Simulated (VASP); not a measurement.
# LuH2 (Fm-3m) in VASP: a series of runs, part 3 of 3

VASP 6.6.1. Earlier steps stand in the parts before.

## 4. Electric field gradients, LDA (volume scaled by 1.01)

File INCAR:

```
PREC = Accurate ; ENCUT = 520
EDIFF = 1E-8 ; ISMEAR = -1
SIGMA = 0.02 ; LREAL = False
LASPH = True ; NELM = 120
ALGO = Normal ; ISIF = 2
LWAVE = False ; LCHARG = False
GGA = CA ; LEFG = True
NBANDS = 20 ; GGA_COMPAT = False
```

File KPOINTS:

```
regular mesh
0
Gamma
  8 8 8
```

File POSCAR:

```
LuH2
1.0
    0.0000000000      2.5248605265      2.5248605265
    2.5248605265      0.0000000000      2.5248605265
    2.5248605265      2.5248605265      0.0000000000
Lu H
1 2
Direct
    0.0000000000      0.0000000000      0.0000000000
    0.2500000000      0.2500000000      0.2500000000
    0.7500000000      0.7500000000      0.7500000000
```

Potentials or basis: VASP PAW PBE potentials, release 64 (Lu, H).

Started as:

```console
> cat potpaw_PBE.64/Lu/POTCAR potpaw_PBE.64/H/POTCAR > POTCAR
> mpirun -np 1 vasp_std > vasp.out
```

OUTCAR:

```text
PREC = Accurate
   ENCUT = 520
   EDIFF = 1E-8
   ISMEAR = -1
   LREAL = False
   LASPH = True
   NELM = 120
   ISIF = 2
   GGA = CA

 ion  position               nearest neighbor table
   1  0.000  0.000  0.000-   2 2.19   3 2.19   3 2.19   3 2.19   3 2.19   2 2.19   2 2.19   2 2.19

   2  0.250  0.250  0.250-   1 2.19   1 2.19   1 2.19   1 2.19
   3  0.750  0.750  0.750-   1 2.19   1 2.19   1 2.19   1 2.19

  LATTYP: Found a face centered cubic cell.
 ALAT       =     5.0497210530

  Lattice vectors:

 A1 = (   0.0000000000,   2.5248605265,   2.5248605265)
 A2 = (   2.5248605265,   0.0000000000,   2.5248605265)
 A3 = (   2.5248605265,   2.5248605265,   0.0000000000)

Analysis of symmetry for initial positions (statically):
=====================================================================
 Subroutine PRICEL returns:
 Original cell was already a primitive cell.

 Routine SETGRP: Setting up the symmetry group for a
 face centered cubic supercell.

 Subroutine GETGRP returns: Found 48 space group operations
 (whereof 48 operations were pure point group operations)
 out of a pool of 48 trial point group operations.

The static configuration has the point symmetry O_h .

Analysis of symmetry for dynamics (positions and initial velocities):
=====================================================================
 Subroutine PRICEL returns:
 Original cell was already a primitive cell.

 Routine SETGRP: Setting up the symmetry group for a
 face centered cubic supercell.

 Subroutine GETGRP returns: Found 48 space group operations
 (whereof 48 operations were pure point group operations)
 out of a pool of 48 trial point group operations.

The dynamic configuration has the point symmetry O_h .

 Subroutine INISYM returns: Found 48 space group operations
 (whereof 48 operations are pure point group operations),
 and found     1 'primitive' translations

----------------------------------------------------------------------------------------

                                     Primitive cell

  volume of cell :      32.1916

  direct lattice vectors                    reciprocal lattice vectors
     0.000000000  2.524860526  2.524860526    -0.198030741  0.198030741  0.198030741
     2.524860526  0.000000000  2.524860526     0.198030741 -0.198030741  0.198030741
     2.524860526  2.524860526  0.000000000     0.198030741  0.198030741 -0.198030741

  length of vectors
     3.570692000  3.570692000  3.570692000     0.342999304  0.342999304  0.342999304

  position of ions in fractional coordinates (direct lattice)
     0.000000000  0.000000000  0.000000000
     0.250000000  0.250000000  0.250000000
     0.750000000  0.750000000  0.750000000

  ion indices of the primitive-cell ions
   primitive index   ion index
                 1           1
                 2           2
                 3           3

----------------------------------------------------------------------------------------

 KPOINTS: regular mesh
[... 71 lines left out ...]
   NSW    =      0    number of steps for IOM
   IBRION =     -1    ionic relax: 0-MD 1-quasi-New 2-CG
   NFREE  =      0    steps in history (QN), initial steepest desc. (CG)
   ISIF   =      2    stress and relaxation
   ISYM   =      2    0-nonsym 1-usesym 2-fastsym
   POTIM  = 0.5000    time-step for ionic-motion
   TEBEG  =    0.0;   TEEND  =   0.0 temperature during run
   PSTRESS=    0.0 pullay stress
   NELECT =      27.0000    total number of electrons
   NUPDOWN=      -1.0000    fix difference up-down
   EMIN   =  10.00;   EMAX   =-10.00  energy-range for DOS
   EFERMI =   0.00;   METHOD = LEGACY
   ISMEAR =    -1;   SIGMA  =   0.02  broadening in eV -4-tet -1-fermi 0-gaus
   EFERMI_NEDOS =   21; number of points for ismear=-14 and -15
   IALGO  =     38    algorithm
   IMIX   =      4    mixing-type and parameters
     AMIX     =   0.40;   BMIX     =  1.00
     AMIX_MAG =   1.60;   BMIX_MAG =  1.00
  volume/ion in A,a.u.               =      10.73        72.41
  Fermi-wavevector in a.u.,A,eV,Ry     =   1.543886  2.917522 32.430649  2.383585
  Thomas-Fermi vector in A             =   2.649486
   LORBIT       =      0    0 simple, 1 ext, 2 COOP (PROOUT), +10 PAW based schemes
   GGA     = CA    functional components
   LHFCALC =     F    Hartree Fock is set to
   AEXX    =    0.0000 exact exchange contribution
   IVDW    =     0    specifies the selected vdW correction
   LEPSILON=     F    determine dielectric tensor
   LRPA    =     F    only Hartree local field effects (RPA)
 non-spin polarized calculation
  energy-cutoff  :      520.00
  volume of cell :       32.19
 maximum number of plane-waves:       893
   NGX = 13   NGY = 13   NGZ = 13

 number of electron      27.0000005 magnetization

 Free energy of the ion-electron system (eV)
  ---------------------------------------------------
  ext. energy  EPLUGINS =         0.00000000
  ---------------------------------------------------
  free energy    TOTEN  =       -14.00511325 eV

  energy without entropy =      -14.00177162  energy(sigma->0) =      -14.00344243

 E-fermi :   2.3774     XC(G=0): -11.3363

 val. band max:        2.3721263373   @ k =   0.3750   0.2500   0.0000
 cond. band min:       2.4007431379   @ k =   0.5000   0.2500   0.1250
 fundamental gap:      0.0286168006
 Fermi energy:         2.3774434144

 k-point     1 :       0.0000    0.0000    0.0000
  band No.  band energies     occupation
      1     -53.5596      2.00000
      2     -24.2706      2.00000
      3     -24.2706      2.00000
      4     -24.2706      2.00000
      5      -6.8448      2.00000
      6      -2.9622      2.00000
[... 541 lines left out ...]
     19      10.5569      0.00000
     20      11.6067      0.00000

 [... further k-points ...]
[... 5 lines left out ...]
  --------------------------------------------------------------------------------------
  -------------------------------------------------------------------------------------
  Total       -1.4039814     -1.4039814     -1.4039814      0.0000000     -0.0000000     -0.0000000
  in kB      -69.8762754    -69.8762754    -69.8762754      0.0000000     -0.0000000     -0.0000000
  external PRESSURE =     -69.8762754 kB  Pullay stress =       0.0000000 kB

 VOLUME and BASIS-vectors are now :
 -----------------------------------------------------------------------------
  energy-cutoff  :      520.00
  volume of cell :       32.19
      direct lattice vectors                 reciprocal lattice vectors
     0.000000000  2.524860526  2.524860526    -0.198030741  0.198030741  0.198030741
     2.524860526  0.000000000  2.524860526     0.198030741 -0.198030741  0.198030741
     2.524860526  2.524860526  0.000000000     0.198030741  0.198030741 -0.198030741

 POSITION                                       TOTAL-FORCE (eV/Angst)
 -----------------------------------------------------------------------------------
      0.00000      0.00000      0.00000        -0.000000     -0.000000      0.000000
      1.26243      1.26243      1.26243        -0.000000      0.000000      0.000000
      3.78729      3.78729      3.78729         0.000000      0.000000     -0.000000
 -----------------------------------------------------------------------------------
    total drift:                               -0.000000     -0.000000      0.000000

  FREE ENERGIE OF THE ION-ELECTRON SYSTEM (eV)
  ---------------------------------------------------
  free  energy   TOTEN  =       -14.0051132494 eV

  energy  without entropy=      -14.0017716195  energy(sigma->0) =      -14.00344243

 Electric field gradients (V/A^2)
---------------------------------------------------------------------
 ion       V_xx      V_yy      V_zz      V_xy      V_xz      V_yz
---------------------------------------------------------------------
   1      -0.000    -0.000    -0.000     0.001     0.001     0.001
   2      -0.000    -0.000     0.000     0.000     0.000     0.000
   3      -0.000    -0.000     0.000     0.000     0.000     0.000
---------------------------------------------------------------------

 Electric field gradients after diagonalization (V/A^2)
 (convention: |V_zz| > |V_xx| > |V_yy|)
----------------------------------------------------------------------
 ion       V_xx      V_yy      V_zz     asymmetry (V_yy - V_xx)/ V_zz
----------------------------------------------------------------------
   1      -0.001    -0.001     0.002       0.000
   2      -0.000    -0.000     0.001       0.000
   3      -0.000    -0.000     0.001       0.000
----------------------------------------------------------------------

           NMR quadrupolar parameters

 Cq : quadrupolar parameter    Cq=e*Q*V_zz/h
 eta: asymmetry parameters     (V_yy - V_xx)/ V_zz
 Q  : nuclear electric quadrupole moment in mb (millibarn)
----------------------------------------------------------------------
 ion       Cq(MHz)       eta       Q (mb)
----------------------------------------------------------------------
   1       0.000       0.000       1.000
   2       0.000       0.000       1.000
   3       0.000       0.000       1.000
----------------------------------------------------------------------
```

Wall time 47 s (1 thread of Intel Xeon 8259CL, shared host); peak memory 0.16 GiB.

Results:

- Free energy: -14.0051 eV
- Pressure: -7.0 GPa

Caveat: without QUAD_EFG the Cq values of the log hold for a quadrupole moment of 1 mb, not for the nuclei; the PAW data sets were made with another functional, which shifts forces and pressure a little; spin-orbit coupling is left out, which moves the levels of the heavy elements.

## 5. Electric field gradients, LDA (volume scaled by 1.01)

File INCAR:

```
SYSTEM = LuH2
  PREC = Accurate
  ENCUT = 520
  EDIFF = 1E-8
  ISMEAR = -1
  SIGMA = 0.02
  LREAL = .FALSE.
  LASPH = .TRUE.
  NELM = 120
  ALGO = Normal
  ISIF = 2
  LWAVE = .FALSE.
  LCHARG = .FALSE.
  GGA = CA
  LEFG = .TRUE.
  NBANDS = 20
  GGA_COMPAT = .FALSE.
```

File KPOINTS:

```
regular mesh
0
G
  8 8 8
  0 0 0
```

POSCAR is that of step 4.

Potentials or basis: VASP PAW PBE potentials, release 64 (Lu, H).

Started as:

```console
> cat potpaw_PBE.64/Lu/POTCAR potpaw_PBE.64/H/POTCAR > POTCAR
> mpirun -np 1 vasp_std > vasp.out
```

OUTCAR:

```text
SYSTEM = LuH2
   PREC = Accurate
   ENCUT = 520
   EDIFF = 1E-8
   ISMEAR = -1
   LREAL = .FALSE.
   LASPH = .TRUE.
   NELM = 120
   ISIF = 2
   GGA = CA

 ion  position               nearest neighbor table
   1  0.000  0.000  0.000-   2 2.19   3 2.19   3 2.19   3 2.19   3 2.19   2 2.19   2 2.19   2 2.19

   2  0.250  0.250  0.250-   1 2.19   1 2.19   1 2.19   1 2.19
   3  0.750  0.750  0.750-   1 2.19   1 2.19   1 2.19   1 2.19

  LATTYP: Found a face centered cubic cell.
 ALAT       =     5.0497210530

  Lattice vectors:

 A1 = (   0.0000000000,   2.5248605265,   2.5248605265)
[... 771 lines left out ...]

 Electric field gradients (V/A^2)
---------------------------------------------------------------------
 ion       V_xx      V_yy      V_zz      V_xy      V_xz      V_yz
---------------------------------------------------------------------
   1      -0.000    -0.000    -0.000     0.001     0.001     0.001
   2      -0.000    -0.000     0.000     0.000     0.000     0.000
   3      -0.000    -0.000     0.000     0.000     0.000     0.000
---------------------------------------------------------------------

 Electric field gradients after diagonalization (V/A^2)
 (convention: |V_zz| > |V_xx| > |V_yy|)
----------------------------------------------------------------------
 ion       V_xx      V_yy      V_zz     asymmetry (V_yy - V_xx)/ V_zz
----------------------------------------------------------------------
   1      -0.001    -0.001     0.002       0.000
   2      -0.000    -0.000     0.001       0.000
   3      -0.000    -0.000     0.001       0.000
----------------------------------------------------------------------

           NMR quadrupolar parameters

 Cq : quadrupolar parameter    Cq=e*Q*V_zz/h
 eta: asymmetry parameters     (V_yy - V_xx)/ V_zz
 Q  : nuclear electric quadrupole moment in mb (millibarn)
----------------------------------------------------------------------
 ion       Cq(MHz)       eta       Q (mb)
----------------------------------------------------------------------
   1       0.000       0.000       1.000
   2       0.000       0.000       1.000
   3       0.000       0.000       1.000
----------------------------------------------------------------------
```

OSZICAR:

```text
N       E                     dE             d eps       ncg     rms          rms(c)
DAV:   1     0.996494717063E+02    0.99649E+02   -0.10718E+04  1484   0.435E+03
DAV:   2    -0.599546637513E+01   -0.10564E+03   -0.10162E+03  1236   0.421E+02
DAV:   3    -0.144856848995E+02   -0.84902E+01   -0.84085E+01  1324   0.828E+01
DAV:   4    -0.147654908480E+02   -0.27981E+00   -0.27864E+00  1644   0.133E+01
DAV:   5    -0.147701601873E+02   -0.46693E-02   -0.46682E-02  1384   0.167E+00    0.706E+00
DAV:   6    -0.141511269990E+02    0.61903E+00   -0.10646E+00  1808   0.260E+01    0.340E+00
DAV:   7    -0.140063105834E+02    0.14482E+00   -0.30668E-01  1772   0.702E+00    0.750E-01
DAV:   8    -0.140049914366E+02    0.13191E-02   -0.50275E-02  1456   0.151E+00    0.233E-01
DAV:   9    -0.140050892280E+02   -0.97791E-04   -0.16364E-03  1844   0.733E-01    0.643E-02
DAV:  10    -0.140051099028E+02   -0.20675E-04   -0.22046E-04  1872   0.233E-01    0.263E-02
DAV:  11    -0.140051142636E+02   -0.43608E-05   -0.22427E-05  1476   0.397E-02    0.790E-03
DAV:  12    -0.140051132009E+02    0.10626E-05   -0.30741E-06  1848   0.591E-02    0.216E-03
DAV:  13    -0.140051132488E+02   -0.47879E-07   -0.43284E-07  1760   0.113E-02    0.476E-04
DAV:  14    -0.140051132494E+02   -0.55115E-09   -0.47926E-08  1576   0.207E-03
   1 F= -.14005113E+02 E0= -.14003442E+02  d E =-.334163E-02
```

Wall time 46 s (1 thread of Intel Xeon 8259CL, shared host); peak memory 0.16 GiB.

What came out:

```
Free energy : -14.0051 eV
Pressure    : -7.0 GPa
```

Levels at points of the mesh, in eV from the Fermi level:
```csv
k point,band 10,band 11,band 12,band 13,band 14,band 15,band 16,band 17
"(0.00, 0.00, 0.00)",-4.99,-4.99,-4.99,-0.42,1.25,1.25,1.25,4.01
"(0.50, 0.00, 0.00)",-5.00,-5.00,-4.98,-3.85,1.33,1.33,4.96,5.51
"(0.50, 0.50, 0.00)",-5.02,-5.01,-5.01,-3.93,-2.35,5.71,5.79,5.79
```

Caveat: without QUAD_EFG the Cq values of the log hold for a quadrupole moment of 1 mb, not for the nuclei; the PAW data sets were made with another functional, which shifts forces and pressure a little; spin-orbit coupling is left out, which moves the levels of the heavy elements.
